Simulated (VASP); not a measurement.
# Cd2TeO3 (P6/mmm) in VASP: further runs, part 2 of 2

VASP 6.6.1. The steps go on from the part before.

## (3) Relaxation of cell and atoms, PBE

This run uses another cell than the first one, of 15.14 Å³/atom.

INCAR reads:

```
ALGO = Normal
EDIFF = 1E-6
EDIFFG = -0.04
ENCUT = 600
GGA = PE
IBRION = 2
ISIF = 3
ISMEAR = 0
LASPH = True
LCHARG = False
LREAL = False
LWAVE = False
NELM = 80
NSW = 90
PREC = Accurate
SIGMA = 0.1
```

KPOINTS reads:

```
k-points
0
Gamma
  6 6 6
```

POSCAR reads:

```
Cd2TeO3
1.0
    5.6695373692      0.0000000000      0.0000000000
   -2.8347686846      4.9099633894      0.0000000000
    0.0000000000      0.0000000000      3.2630653112
Cd Te O
2 1 3
Direct
    0.3333333333      0.6666666667      0.5000000000
    0.6666666667      0.3333333333      0.5000000000
    0.0000000000      0.0000000000      0.0000000000
    0.5000000000      0.0000000000      0.0000000000
    0.0000000000      0.5000000000      0.0000000000
    0.5000000000      0.5000000000      0.0000000000
```

Potentials or basis: VASP PAW PBE potentials, release 64 (Cd, Te, O).

Run with:

```console
cat potpaw_PBE.64/Cd/POTCAR potpaw_PBE.64/Te/POTCAR potpaw_PBE.64/O/POTCAR > POTCAR
mpirun -np 1 vasp_std > vasp.out
```

Wall time 9.9 min (1 thread of AMD EPYC 7R13, shared host); peak memory 0.28 GiB.

Results (log left out):

| Item | Value |
| --- | --- |
| Free energy | -22.0851 eV |
| Relaxed volume | 15.39 Å³/atom |
| Relaxed cell | a = 5.789 Å, b = 5.789 Å, c = 3.183 Å, α = 90.00°, β = 90.00°, γ = 120.00° |
| Space group after relaxing (to 0.1 Å) | P6/mmm (No. 191) |
| Energy gained by relaxing | 3.8 meV/atom |
| Ionic steps | 5 |
| Pressure after relaxing | -0.1 GPa |
| Band gap on the k mesh | zero (bands 24 and 25 overlap by 1.43 eV) |

Stress tensor (GPa, compression positive):
```
-0.18  0.00  0.00
 0.00 -0.18  0.00
 0.00  0.00  0.13
```

Step by step:
| step | energy change (eV) | largest force (eV/Å) | pressure (GPa) | volume (Å³) |
| --- | --- | --- | --- | --- |
| 1 | 0.0000 | 0.0000 | 0.80 | 90.83 |
| 2 | -0.0095 | 0.0000 | -0.17 | 91.83 |
| 3 | -0.0125 | 0.0000 | -1.00 | 92.72 |
| 4 | -0.0188 | 0.0000 | -0.72 | 92.60 |
| 5 | -0.0226 | 0.0000 | -0.07 | 92.36 |

Final structure:
```xyz
6
Lattice="5.7890 0.0000 0.0000 -2.8945 5.0134 0.0000 0.0000 0.0000 3.1825" Properties=species:S:1:pos:R:3 pbc="T T T"
Cd    0.0000    3.3423    1.5913
Cd    2.8945    1.6711    1.5913
Te    0.0000    0.0000    0.0000
O     2.8945    0.0000    0.0000
O    -1.4472    2.5067    0.0000
O     1.4472    2.5067    0.0000
```

Levels at points of the mesh, in eV from the Fermi level:
```csv
k point,band 22,band 23,band 24,band 25,band 26,band 27
"(0.00, 0.00, 0.00)",-0.38,-0.38,1.10,1.10,1.45,2.56
"(0.50, 0.00, 0.00)",-0.98,-0.93,-0.38,0.60,2.42,3.93
"(0.00, 0.00, 0.50)",-1.03,0.01,0.01,2.07,2.07,4.05
"(0.50, 0.00, 0.50)",-1.61,-1.50,-0.23,0.00,1.57,4.92
```

Caveat: spin-orbit coupling is left out, which moves the levels of the heavy elements.

## (4) Single point, PBE

This run uses another cell than the first one, of 15.25 Å³/atom.

INCAR reads:

```
ALGO = Normal
EDIFF = 1E-6
ENCUT = 520
GGA = PE
ISIF = 2
ISMEAR = 0
LASPH = True
LCHARG = False
LREAL = False
LWAVE = False
NBANDS = 33
NELM = 80
PREC = Accurate
SIGMA = 0.1
```

KPOINTS reads:

```
k-points
0
Gamma
  12 12 12
```

Edit POSCAR of step 3 so:

```diff
@@ -2,5 +2,5 @@
 1.0
-    5.6695373692      0.0000000000      0.0000000000
-   -2.8347686846      4.9099633894      0.0000000000
-    0.0000000000      0.0000000000      3.2630653112
+    5.7465467064      0.0000000000      0.0000000000
+   -2.8732733532      4.9766554318      0.0000000000
+    0.0000000000      0.0000000000      3.1997492740
 Cd Te O
```

Potentials or basis: VASP PAW PBE potentials, release 64 (Cd, Te, O).

Run with:

```console
cat potpaw_PBE.64/Cd/POTCAR potpaw_PBE.64/Te/POTCAR potpaw_PBE.64/O/POTCAR > POTCAR
mpirun -np 1 vasp_std > vasp.out
```

OUTCAR:

```text
EDIFF = 1E-6
   ENCUT = 520
   GGA = PE
   ISIF = 2
   ISMEAR = 0
   LASPH = True
   LREAL = False
   NELM = 80
   PREC = Accurate

 ion  position               nearest neighbor table
   1  0.333  0.667  0.500-   5 2.30   5 2.30   4 2.30   4 2.30   6 2.30   6 2.30   2 3.32   2 3.32
                             2 3.32   3 3.68   3 3.68   3 3.68   3 3.68   3 3.68   3 3.68
   2  0.667  0.333  0.500-   5 2.30   5 2.30   4 2.30   4 2.30   6 2.30   6 2.30   1 3.32   1 3.32
[... 1078 lines left out ...]
  -------------------------------------------------------------------------------------
  Total        0.4245740      0.4245740      0.7723244      0.0000000      0.0000000      0.0000000
  in kB        7.4336735      7.4336735     13.5222793      0.0000000      0.0000000      0.0000000
  external PRESSURE =       9.4632087 kB  Pullay stress =       0.0000000 kB

 VOLUME and BASIS-vectors are now :
 -----------------------------------------------------------------------------
  energy-cutoff  :      520.00
  volume of cell :       91.51
      direct lattice vectors                 reciprocal lattice vectors
     5.746546706  0.000000000  0.000000000     0.174017554  0.100469081  0.000000000
    -2.873273353  4.976655432  0.000000000     0.000000000  0.200938163  0.000000000
     0.000000000  0.000000000  3.199749274     0.000000000  0.000000000  0.312524487

 POSITION                                       TOTAL-FORCE (eV/Angst)
 -----------------------------------------------------------------------------------
     -0.00000      3.31777      1.59987        -0.000000      0.000000      0.000000
      2.87327      1.65889      1.59987         0.000000      0.000000      0.000000
      0.00000      0.00000      0.00000         0.000000      0.000000      0.000000
      2.87327      0.00000      0.00000         0.000000      0.000000      0.000000
     -1.43664      2.48833      0.00000         0.000000      0.000000      0.000000
      1.43664      2.48833      0.00000        -0.000000      0.000000      0.000000
 -----------------------------------------------------------------------------------
    total drift:                               -0.000000      0.000000      0.000000

  FREE ENERGIE OF THE ION-ELECTRON SYSTEM (eV)
  ---------------------------------------------------
  free  energy   TOTEN  =       -22.1656627516 eV

  energy  without entropy=      -22.1488123408  energy(sigma->0) =      -22.15723755
```

Run time: 14 min. Hardware: 1 thread of AMD EPYC 7R13, shared host; peak memory 0.45 GiB.

What came out:

```yaml
Free_energy: -22.1657 eV
Pressure: 0.9 GPa
Band_gap_on_the_k_mesh: zero (bands 24 and 25 overlap by 1.82 eV)
```

Levels at points of the mesh, in eV from the Fermi level:
| k point | band 22 | band 23 | band 24 | band 25 | band 26 | band 27 |
| --- | --- | --- | --- | --- | --- | --- |
| (0.00, 0.00, 0.00) | -0.38 | -0.38 | 1.22 | 1.22 | 1.46 | 2.56 |
| (0.50, 0.00, 0.00) | -1.01 | -0.90 | -0.38 | 0.70 | 2.40 | 3.95 |
| (0.00, 0.00, 0.50) | -1.04 | 0.03 | 0.03 | 2.18 | 2.18 | 4.08 |
| (0.50, 0.00, 0.50) | -1.62 | -1.53 | -0.20 | 0.02 | 1.66 | 4.94 |

Caveat: spin-orbit coupling is left out, which moves the levels of the heavy elements.

## (5) Summary

| task | cell | k mesh | cutoff (eV) | gap on the mesh (eV) | pressure (GPa) | relaxed volume (Å³/atom) |
| --- | --- | --- | --- | --- | --- | --- |
| relaxation of cell and atoms | relaxed from a = 4.330, b = 4.330, c = 6.452 Å, angles 90.0, 90.0, 120.0°, 6 atoms | 6 × 6 × 4 | 600 | none | 0.1 | 14.80 |
| relaxation of cell and atoms | relaxed from a = 5.670, b = 5.670, c = 3.263 Å, angles 90.0, 90.0, 120.0°, 6 atoms | 6 × 6 × 6 | 600 | none | -0.1 | 15.39 |
| single point | a = 5.747, b = 5.747, c = 3.200 Å, angles 90.0, 90.0, 120.0°, 6 atoms | 12 × 12 × 12 | 520 | none | 0.9 | - |

Alike in all rows: level PBE; potentials or basis VASP PAW PBE potentials, release 64 (Cd, Te, O); no spin polarisation; smearing gaussian 0.1 eV.

Caveats: spin-orbit coupling is left out, which moves the levels of the heavy elements; the volume moved by over 15 % at a fixed basis, so the end points are rough (at least some runs).

Total energies depend on the potentials used, so only differences within one code and one set of settings carry meaning.
